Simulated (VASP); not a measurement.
Write the native input for VASP 6.6.1 that does the following.

| Property | Result |
| --- | --- |
| Task | single point |
| Functional | r2SCAN |
| Potentials or basis | VASP PAW PBE potentials, release 64 (B, P) |
| Cutoff | 520 eV |
| k mesh | 10 × 10 × 10 |
| Occupations | gaussian, width 0.05 eV |
| Spin | no spin polarisation |
| Dipole correction | no |
| Further INCAR settings | ALGO = Normal; EDIFF = 1e-06; NBANDS = 11 |

The system is BP.

```
B P
1.0
     0.00000    2.26900    2.45052
     2.26900    0.00000    2.45052
     2.26900    2.26900    0.00000
B P
1 1
Direct
  0.00000 0.00000 0.00000
  0.75000 0.75000 0.75000
```

This cell differs from its parent crystal: strain +0.000 along x and y, +0.080 along z.

The input as run:

POSCAR

```
BP
1.0
    0.0000000000      2.2690000000      2.4505200000
    2.2690000000      0.0000000000      2.4505200000
    2.2690000000      2.2690000000      0.0000000000
B P
1 1
Direct
    0.0000000000      0.0000000000      0.0000000000
    0.7500000000      0.7500000000      0.7500000000
```

INCAR.step1

```
PREC = Accurate ; ENCUT = 520
ISMEAR = 0 ; SIGMA = 0.05
LREAL = False ; LASPH = True
NELM = 100 ; NBANDS = 11
GGA = PE ; ALGO = Normal
EDIFF = 1E-4 ; LWAVE = True
LCHARG = False
```

INCAR.step2

```
PREC = Accurate ; ENCUT = 520
EDIFF = 1E-6 ; ISMEAR = 0
SIGMA = 0.05 ; LREAL = False
LASPH = True ; NELM = 100
ALGO = Normal ; ISIF = 2
LWAVE = False ; LCHARG = False
METAGGA = R2SCAN ; LMIXTAU = True
NBANDS = 11 ; ISTART = 1
```

KPOINTS

```
Automatic mesh
0
Gamma
  10 10 10
```

Potentials or basis: VASP PAW PBE potentials, release 64 (B, P).

Run with:

```console
$ cat potpaw_PBE.64/B/POTCAR potpaw_PBE.64/P/POTCAR > POTCAR
$ cp INCAR.step1 INCAR
$ mpirun -np 1 vasp_std > vasp.out
$ cp INCAR.step2 INCAR
$ mpirun -np 1 vasp_std > vasp.out
```

It gave:

* Pressure: -11.8 GPa
* Band gap on the k mesh: 0.95 eV, indirect (least direct gap 3.13 eV)

Caveat: the cell differs from its parent crystal (strain +0.000 along x and y, +0.080 along z); the PAW data sets were made with another functional, which shifts forces and pressure a little.

Wall time 58 s on 1 thread of Intel(R) Xeon(R) 6975P-C (Granite Rapids) (shared host), peak memory 0.16 GiB.
